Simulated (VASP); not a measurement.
# BP (F-43m) in VASP: further runs

The runs below take BP through single point, relaxation of cell and atoms, with LDA.

Everything below comes from runs of VASP 6.6.1. Logs are shortened: lines on timing, memory, paths and dates and some standing lists are left out, and cuts for length are marked.

### Step 1. The cell of the first run

It takes space group F-43m (No. 216, cubic). The conventional cell has a = 4.400 Å, b = 4.400 Å, c = 4.400 Å, α = 90.00°, β = 90.00°, γ = 90.00°. B (site symmetry -43m) has 4 P at 1.91 Å within 2.5 Å. Within 2.5 Å of P (site symmetry -43m) lie 4 B at 1.91 Å.

### Step 2. Single point, LDA

Contents of INCAR:

```
PREC     = Accurate       # precision mode
ENCUT    = 520            # plane-wave cutoff, eV
EDIFF    = 1E-7           # SCF threshold, eV
ISMEAR   = 0              # smearing method
SIGMA    = 0.01           # smearing width, eV
LREAL    = False          # projectors in reciprocal space
LASPH    = True           # aspherical terms in the spheres
NELM     = 80             # most SCF steps
ALGO     = Normal         # electronic algorithm
ISIF     = 2              # what is computed and relaxed
LWAVE    = False          # write WAVECAR
LCHARG   = False          # write CHGCAR
GGA      = CA             # functional
NBANDS   = 11             # bands
```

Contents of KPOINTS:

```
regular mesh
0
Gamma
  10 10 10
```

Contents of POSCAR:

```
BP
1.0
    0.0000000000      2.2000780879      2.2000780879
    2.2000780879      0.0000000000      2.2000780879
    2.2000780879      2.2000780879      0.0000000000
B P
1 1
Direct
    0.0000000000      0.0000000000      0.0000000000
    0.7500000000      0.7500000000      0.7500000000
```

Potentials or basis: VASP PAW LDA potentials, release 64 (B, P).

Started as:

```console
cat potpaw_LDA.64/B/POTCAR potpaw_LDA.64/P/POTCAR > POTCAR
mpirun -np 1 vasp_std > vasp.out
```

OUTCAR:

```text
PREC = Accurate
   ENCUT = 520
   EDIFF = 1E-7
   ISMEAR = 0
   LREAL = False
   LASPH = True
   NELM = 80
   ISIF = 2
   GGA = CA

 ion  position               nearest neighbor table
   1  0.000  0.000  0.000-   2 1.91   2 1.91   2 1.91   2 1.91
   2  0.750  0.750  0.750-   1 1.91   1 1.91   1 1.91   1 1.91

  LATTYP: Found a face centered cubic cell.
 ALAT       =     4.4001561758

  Lattice vectors:

 A1 = (   0.0000000000,   2.2000780879,   2.2000780879)
 A2 = (   2.2000780879,   0.0000000000,   2.2000780879)
 A3 = (   2.2000780879,   2.2000780879,   0.0000000000)

Analysis of symmetry for initial positions (statically):
=====================================================================
 Subroutine PRICEL returns:
 Original cell was already a primitive cell.

 Routine SETGRP: Setting up the symmetry group for a
 face centered cubic supercell.

 Subroutine GETGRP returns: Found 24 space group operations
 (whereof 24 operations were pure point group operations)
 out of a pool of 48 trial point group operations.

The static configuration has the point symmetry T_d .

Analysis of symmetry for dynamics (positions and initial velocities):
=====================================================================
 Subroutine PRICEL returns:
 Original cell was already a primitive cell.

 Routine SETGRP: Setting up the symmetry group for a
 face centered cubic supercell.

 Subroutine GETGRP returns: Found 24 space group operations
 (whereof 24 operations were pure point group operations)
 out of a pool of 48 trial point group operations.

The dynamic configuration has the point symmetry T_d .

 Subroutine INISYM returns: Found 24 space group operations
 (whereof 24 operations are pure point group operations),
 and found     1 'primitive' translations

----------------------------------------------------------------------------------------

                                     Primitive cell

  volume of cell :      21.2983

  direct lattice vectors                    reciprocal lattice vectors
     0.000000000  2.200078088  2.200078088    -0.227264661  0.227264661  0.227264661
     2.200078088  0.000000000  2.200078088     0.227264661 -0.227264661  0.227264661
     2.200078088  2.200078088  0.000000000     0.227264661  0.227264661 -0.227264661

  length of vectors
     3.111380270  3.111380270  3.111380270     0.393633939  0.393633939  0.393633939

  position of ions in fractional coordinates (direct lattice)
     0.000000000  0.000000000  0.000000000
     0.750000000  0.750000000  0.750000000

  ion indices of the primitive-cell ions
   primitive index   ion index
                 1           1
                 2           2

----------------------------------------------------------------------------------------

 KPOINTS: regular mesh

Automatic generation of k-mesh.
 Grid dimensions read from file:
 generate k-points for:   10   10   10

 Generating k-lattice:

  Cartesian coordinates                     Fractional coordinates (reciprocal lattice)
    -0.022726466  0.022726466  0.022726466     0.100000000  0.000000000  0.000000000
     0.022726466 -0.022726466  0.022726466     0.000000000  0.100000000  0.000000000
     0.022726466  0.022726466 -0.022726466     0.000000000  0.000000000  0.100000000

  Length of vectors
     0.039363394  0.039363394  0.039363394

  Shift w.r.t. Gamma in fractional coordinates (k-lattice)
     0.000000000  0.000000000  0.000000000

 Subroutine IBZKPT returns following result:
 ===========================================

 Found     47 irreducible k-points:

 Following reciprocal coordinates:
            Coordinates               Weight
  0.000000  0.000000  0.000000      1.000000
  0.100000  0.000000  0.000000      8.000000
  0.200000  0.000000  0.000000      8.000000
  0.300000  0.000000  0.000000      8.000000
  0.400000  0.000000  0.000000      8.000000
  0.500000  0.000000  0.000000      4.000000
[... 16 lines left out ...]
  0.300000  0.300000  0.000000      6.000000
  0.400000  0.300000  0.000000     24.000000
 [... further k-points ...]
   k-points           NKPTS =     47   k-points in BZ     NKDIM =     47   number of bands    NBANDS=     11
   number of dos      NEDOS =    301   number of ions     NIONS =      2
   total plane-waves  NPLWV =  13824
   dimension x,y,z NGX =    24 NGY =   24 NGZ =   24
   dimension x,y,z NGXF=    48 NGYF=   48 NGZF=   48
   ions per type =               1   1
   NGX,Y,Z   is equivalent  to a cutoff of  12.82, 12.82, 12.82 a.u.
   NGXF,Y,Z  is equivalent  to a cutoff of  25.65, 25.65, 25.65 a.u.
 SYSTEM =  unknown system
   PREC   = accura    normal or accurate (medium, high low for compatibility)
   ISTART =      0    job   : 0-new  1-cont  2-samecut
   ICHARG =      2    charge: 1-file 2-atom 10-const
   ISPIN  =      1    spin polarized calculation?
   LNONCOLLINEAR =      F non collinear calculations
   LSORBIT =      F    spin-orbit coupling
   LASPH  =      T    aspherical Exc in radial PAW
   ENCUT  =  520.0 eV  38.22 Ry    6.18 a.u.   5.79  5.79  5.79*2*pi/ulx,y,z
   NELM   =     80;   NELMIN=  2; NELMDL= -5     # of ELM steps
   EDIFF  = 0.1E-06   stopping-criterion for ELM
   LREAL  =      F    real-space projection
   EDIFFG = 0.1E-05   stopping-criterion for IOM
   NSW    =      0    number of steps for IOM
   IBRION =     -1    ionic relax: 0-MD 1-quasi-New 2-CG
   NFREE  =      0    steps in history (QN), initial steepest desc. (CG)
   ISIF   =      2    stress and relaxation
   ISYM   =      2    0-nonsym 1-usesym 2-fastsym
   POTIM  = 0.5000    time-step for ionic-motion
   TEBEG  =    0.0;   TEEND  =   0.0 temperature during run
   PSTRESS=    0.0 pullay stress
   NELECT =       8.0000    total number of electrons
   NUPDOWN=      -1.0000    fix difference up-down
   EMIN   =  10.00;   EMAX   =-10.00  energy-range for DOS
   EFERMI =   0.00;   METHOD = LEGACY
   ISMEAR =     0;   SIGMA  =   0.01  broadening in eV -4-tet -1-fermi 0-gaus
   EFERMI_NEDOS =   21; number of points for ismear=-14 and -15
   IALGO  =     38    algorithm
   IMIX   =      4    mixing-type and parameters
     AMIX     =   0.40;   BMIX     =  1.00
     AMIX_MAG =   1.60;   BMIX_MAG =  1.00
  volume/ion in A,a.u.               =      10.65        71.86
  Fermi-wavevector in a.u.,A,eV,Ry     =   1.181200  2.232144 18.983300  1.395233
  Thomas-Fermi vector in A             =   2.317478
   LORBIT       =      0    0 simple, 1 ext, 2 COOP (PROOUT), +10 PAW based schemes
   GGA     = CA    functional components
   LHFCALC =     F    Hartree Fock is set to
   AEXX    =    0.0000 exact exchange contribution
   IVDW    =     0    specifies the selected vdW correction
   LEPSILON=     F    determine dielectric tensor
   LRPA    =     F    only Hartree local field effects (RPA)
 non-spin polarized calculation
 Gauss-broadening in eV      SIGMA  =   0.01
  energy-cutoff  :      520.00
  volume of cell :       21.30
 maximum number of plane-waves:       589
   NGX = 11   NGY = 11   NGZ = 11

 number of electron       8.0000000 magnetization

 Free energy of the ion-electron system (eV)
  ---------------------------------------------------
  ext. energy  EPLUGINS =         0.00000000
  ---------------------------------------------------
  free energy    TOTEN  =       -14.35205380 eV

  energy without entropy =      -14.35205380  energy(sigma->0) =      -14.35205380

 E-fermi :   8.6318     XC(G=0): -11.4741

 val. band max:        8.5442303680   @ k =   0.0000   0.0000   0.0000
 cond. band min:       9.6223340811   @ k =   0.4000   0.4000   0.0000
 fundamental gap:      1.0781037131
 Fermi energy:         8.6317953052

 k-point     1 :       0.0000    0.0000    0.0000
  band No.  band energies     occupation
      1      -7.6833      2.00000
      2       8.5442      2.00000
      3       8.5442      2.00000
      4       8.5442      2.00000
      5      12.0841      0.00000
      6      12.0841      0.00000
      7      12.0841      0.00000
      8      17.3626      0.00000
      9      20.4893      0.00000
     10      21.0086      0.00000
     11      21.0086      0.00000

 k-point     2 :       0.1000    0.0000    0.0000
  band No.  band energies     occupation
      1      -7.4895      2.00000
      2       7.1855      2.00000
      3       8.2280      2.00000
      4       8.2280      2.00000
      5      12.5227      0.00000
      6      12.5227      0.00000
      7      12.5983      0.00000
      8      17.7617      0.00000
      9      20.2300      0.00000
     10      20.2300      0.00000
     11      21.1059      0.00000

 k-point     3 :       0.2000    0.0000    0.0000
  band No.  band energies     occupation
      1      -6.9140      2.00000
      2       4.7170      2.00000
      3       7.6347      2.00000
      4       7.6347      2.00000
      5      12.9578      0.00000
      6      13.2701      0.00000
      7      13.2701      0.00000
      8      18.5592      0.00000
      9      19.5717      0.00000
     10      19.5717      0.00000
     11      22.0446      0.00000

 k-point     4 :       0.3000    0.0000    0.0000
  band No.  band energies     occupation
      1      -5.9829      2.00000
      2       2.2039      2.00000
      3       7.1209      2.00000
      4       7.1209      2.00000
      5      12.9809      0.00000
      6      13.5435      0.00000
      7      13.5435      0.00000
      8      18.9789      0.00000
      9      20.2414      0.00000
     10      20.2414      0.00000
     11      22.5102      0.00000
[... 239 lines left out ...]
 k-point    22 :      -0.2000    0.2000    0.0000
  band No.  band energies     occupation
      1      -5.6685      2.00000
      2       3.1167      2.00000
      3       4.0209      2.00000
      4       7.2361      2.00000
      5      13.1989      0.00000
      6      14.0887      0.00000
      7      15.3021      0.00000
      8      17.4675      0.00000
      9      18.1153      0.00000
     10      22.7277      0.00000
     11      25.4710      0.00000

 k-point    23 :       0.3000    0.3000    0.0000
  band No.  band energies     occupation
      1      -5.4025      2.00000
      2       3.6933      2.00000
      3       5.0635      2.00000
      4       5.0635      2.00000
      5       9.9657      0.00000
      6      12.3264      0.00000
      7      17.9416      0.00000
      8      17.9416      0.00000
      9      22.7518      0.00000
     10      23.4131      0.00000
     11      26.0886      0.00000

 k-point    24 :       0.4000    0.3000    0.0000
  band No.  band energies     occupation
      1      -4.5032      2.00000
      2       2.2600      2.00000
      3       4.1562      2.00000
      4       4.7496      2.00000
      5      10.2454      0.00000
      6      12.0651      0.00000
      7      18.5612      0.00000
      8      18.6560      0.00000
      9      23.4868      0.00000
     10      24.3774      0.00000
     11      26.8035      0.00000

 [... further k-points ...]
[... 5 lines left out ...]
  --------------------------------------------------------------------------------------
  -------------------------------------------------------------------------------------
  Total        1.5738424      1.5738424      1.5738424     -0.0000000      0.0000000     -0.0000000
  in kB      118.3934144    118.3934144    118.3934144     -0.0000000      0.0000000     -0.0000000
  external PRESSURE =     118.3934144 kB  Pullay stress =       0.0000000 kB

 VOLUME and BASIS-vectors are now :
 -----------------------------------------------------------------------------
  energy-cutoff  :      520.00
  volume of cell :       21.30
      direct lattice vectors                 reciprocal lattice vectors
     0.000000000  2.200078088  2.200078088    -0.227264661  0.227264661  0.227264661
     2.200078088  0.000000000  2.200078088     0.227264661 -0.227264661  0.227264661
     2.200078088  2.200078088  0.000000000     0.227264661  0.227264661 -0.227264661

 POSITION                                       TOTAL-FORCE (eV/Angst)
 -----------------------------------------------------------------------------------
      0.00000      0.00000      0.00000        -0.000000      0.000000     -0.000000
      3.30012      3.30012      3.30012         0.000000     -0.000000      0.000000
 -----------------------------------------------------------------------------------
    total drift:                               -0.000000     -0.000000     -0.000000

  FREE ENERGIE OF THE ION-ELECTRON SYSTEM (eV)
  ---------------------------------------------------
  free  energy   TOTEN  =       -14.3520537954 eV

  energy  without entropy=      -14.3520537954  energy(sigma->0) =      -14.35205380
```

Wall time 21 s (1 thread of AMD EPYC 7R13, shared host); peak memory 0.1 GiB.

What came out:

| Quantity | Value |
| --- | --- |
| Free energy | -14.3521 eV |
| Pressure | 11.8 GPa |
| Band gap on the k mesh | 1.08 eV, indirect (least direct gap 3.54 eV) |

Levels at points of the mesh, in eV from the valence-band top:
```
           k point  band 1  band 2  band 3  band 4  band 5  band 6  band 7  band 8
(0.00, 0.00, 0.00)  -16.23    0.00    0.00    0.00    3.54    3.54    3.54    8.82
(0.50, 0.00, 0.00)  -12.53   -9.69   -1.86   -1.86    4.36    4.75    4.75   10.26
(0.50, 0.50, 0.00)  -10.90   -8.96   -4.44   -4.44    1.13    1.48   12.88   12.88
```

A k mesh can miss the band edges. A hybrid or GW would open this gap; LDA tends to underestimate it.

### Step 3. Single point, LDA

Contents of INCAR:

```
PREC = Accurate
ENCUT = 520
EDIFF = 1E-7
ISMEAR = 0
SIGMA = 0.01
LREAL = False
LASPH = True
NELM = 100
ALGO = Normal
ISIF = 2
LWAVE = False
LCHARG = False
GGA = CA
NBANDS = 11
```

Contents of KPOINTS:

```
Automatic mesh
0
Gamma
  10 10 10
```

Contents of POSCAR:

```
BP
1.0
    0.0000000000      2.2000781058      2.2000781058
    2.2000781058      0.0000000000      2.2000781058
    2.2000781058      2.2000781058      0.0000000000
B P
1 1
Direct
    0.0000000000      0.0000000000      0.0000000000
    0.7500000000      0.7500000000      0.7500000000
```

Potentials or basis: VASP PAW LDA potentials, release 64 (B, P).

Started as:

```console
cat potpaw_LDA.64/B/POTCAR potpaw_LDA.64/P/POTCAR > POTCAR
mpirun -np 1 vasp_std > vasp.out
```

Wall time 18 s (1 thread of AMD EPYC 7R13, shared host); peak memory 0.1 GiB.

Results (log left out):

* Free energy: -14.3521 eV
* Pressure: 11.8 GPa
* Band gap on the k mesh: 1.08 eV, indirect (least direct gap 3.54 eV)

Levels at points of the mesh, in eV from the valence-band top:
```tsv
k point	band 2	band 3	band 4	band 5	band 6	band 7
(0.00, 0.00, 0.00)	0.00	0.00	0.00	3.54	3.54	3.54
(0.50, 0.00, 0.00)	-9.69	-1.86	-1.86	4.36	4.75	4.75
(0.50, 0.50, 0.00)	-8.96	-4.44	-4.44	1.13	1.48	12.88
```

A k mesh can miss the band edges. Expect the measured gap to be larger: semilocal functionals such as LDA lack the derivative discontinuity.

### Step 4. Relaxation of cell and atoms, LDA, target pressure 12 GPa, at which the enthalpy is minimised

This run uses another cell than the first one, of 11.32 Å³/atom, 1.063 times its volume.

Contents of INCAR:

```
SYSTEM = BP
  PREC = Accurate
  ENCUT = 600
  EDIFF = 1E-7
  ISMEAR = 0
  SIGMA = 0.01
  LREAL = .False.
  LASPH = .True.
  NELM = 100
  ALGO = Normal
  ISIF = 3
  LWAVE = .False.
  LCHARG = .False.
  GGA = CA
  IBRION = 2
  NSW = 80
  EDIFFG = -0.001
  PSTRESS = 120.0
```

Contents of KPOINTS:

```
Automatic mesh
0
Gamma
  10 10 10
  0 0 0
```

Contents of POSCAR:

```
BP
1.0
    0.0000000000      2.2452319364      2.2452319364
    2.2452319364      0.0000000000      2.2452319364
    2.2452319364      2.2452319364      0.0000000000
B P
1 1
Direct
    0.0000000000      0.0000000000      0.0000000000
    0.7500000000      0.7500000000      0.7500000000
```

Started as:

```console
cat potpaw_LDA.64/B/POTCAR potpaw_LDA.64/P/POTCAR > POTCAR
mpirun -np 1 vasp_std > vasp.out
```

Run time: 75 s. Hardware: 1 thread of AMD EPYC 7R13, shared host; peak memory 0.11 GiB.

It converged, with:

* Free energy: -14.3533 eV
* Relaxed volume: 10.64 Å³/atom
* Relaxed cell: a = 3.111 Å, b = 3.111 Å, c = 3.111 Å, α = 60.00°, β = 60.00°, γ = 60.00°
* Space group after relaxing (to 0.05 Å): F-43m (No. 216)
* Energy change on relaxing (the enthalpy is what falls): +23.9 meV/atom
* Ionic steps: 6
* Pressure after relaxing: 12.0 GPa
* Band gap on the k mesh: 1.08 eV, indirect (least direct gap 3.54 eV)

The path:
| step | energy change (eV) | largest force (eV/Å) | pressure (GPa) | volume (Å³) |
| --- | --- | --- | --- | --- |
| 1 | 0.0000 | 0.0000 | -0.11 | 22.64 |
| 2 | 0.2110 | 0.0000 | 27.90 | 19.95 |
| 3 | 0.0466 | 0.0000 | 11.83 | 21.30 |
| 4 | 0.0485 | 0.0000 | 12.10 | 21.27 |
| 5 | 0.0471 | 0.0000 | 11.91 | 21.29 |
| 6 | 0.0478 | 0.0000 | 12.00 | 21.28 |

Final structure:
```
CELL_PARAMETERS angstrom
0.00000 2.19962 2.19962
2.19962 0.00000 2.19962
2.19962 2.19962 0.00000
ATOMIC_POSITIONS crystal
B 0.00000 0.00000 0.00000
P 0.75000 0.75000 0.75000
```

Levels at points of the mesh, in eV from the valence-band top:
```
           k point  band 1  band 2  band 3  band 4  band 5  band 6  band 7  band 8
(0.00, 0.00, 0.00)  -16.23    0.00    0.00    0.00    3.54    3.54    3.54    8.83
(0.50, 0.00, 0.00)  -12.53   -9.69   -1.86   -1.86    4.36    4.75    4.75   10.26
(0.50, 0.50, 0.00)  -10.91   -8.97   -4.44   -4.44    1.13    1.48   12.89   12.89
```

Caveat: the cell is relaxed towards a set pressure, so the enthalpy falls and the energy may rise. LDA usually gives volumes a few per cent too small.

### Step 5. Relaxation of cell and atoms, LDA, target pressure 12 GPa, at which the enthalpy is minimised

This run uses another cell than the first one, of 11.32 Å³/atom, 1.063 times its volume.

Contents of INCAR:

```
  ALGO = Normal
  EDIFF = 1E-7
  EDIFFG = -0.001
  ENCUT = 600
  IBRION = 2
  ISIF = 3
  ISMEAR = 0
  LASPH = T
  LCHARG = F
  LREAL = F
  LWAVE = F
  NELM = 80
  NSW = 80
  PREC = Accurate
  PSTRESS = 120.0
  SIGMA = 0.01
```

Contents of KPOINTS:

```
k-points
0
Gamma
  10 10 10
```

POSCAR is that of step 4.

Started as:

```console
cat potpaw_LDA.64/B/POTCAR potpaw_LDA.64/P/POTCAR > POTCAR
mpirun -np 1 vasp_std > vasp.out
```

Run time: 80 s. Hardware: 1 thread of AMD EPYC 7R13, shared host; peak memory 0.11 GiB.

Results (log left out):

| Property | Result |
| --- | --- |
| Free energy | -14.3533 eV |
| Relaxed volume | 10.64 Å³/atom |
| Relaxed cell | a = 3.111 Å, b = 3.111 Å, c = 3.111 Å, α = 60.00°, β = 60.00°, γ = 60.00° |
| Space group after relaxing (to 0.05 Å) | F-43m (No. 216) |
| Energy change on relaxing (the enthalpy is what falls) | +23.9 meV/atom |
| Ionic steps | 6 |
| Pressure after relaxing | 12.0 GPa |
| Band gap on the k mesh | 1.08 eV, indirect (least direct gap 3.54 eV) |

Step by step:
```
step  energy change (eV)  largest force (eV/Å)  pressure (GPa)  volume (Å³)
   1              0.0000                0.0000           -0.11        22.64
   2              0.2110                0.0000           27.90        19.95
   3              0.0466                0.0000           11.83        21.30
   4              0.0485                0.0000           12.10        21.27
   5              0.0471                0.0000           11.91        21.29
   6              0.0478                0.0000           12.00        21.28
```

Final structure:
```
B P
1.0
     0.00000    2.19962    2.19962
     2.19962    0.00000    2.19962
     2.19962    2.19962    0.00000
B P
1 1
Direct
  0.00000 0.00000 0.00000
  0.75000 0.75000 0.75000
```

Levels at points of the mesh, in eV from the valence-band top:
```csv
k point,band 1,band 2,band 3,band 4,band 5,band 6,band 7,band 8
"(0.00, 0.00, 0.00)",-16.23,0.00,0.00,0.00,3.54,3.54,3.54,8.83
"(0.50, 0.00, 0.00)",-12.53,-9.69,-1.86,-1.86,4.36,4.75,4.75,10.26
"(0.50, 0.50, 0.00)",-10.91,-8.97,-4.44,-4.44,1.13,1.48,12.89,12.89
```

Caveat: the cell is relaxed towards a set pressure, so the enthalpy falls and the energy may rise.
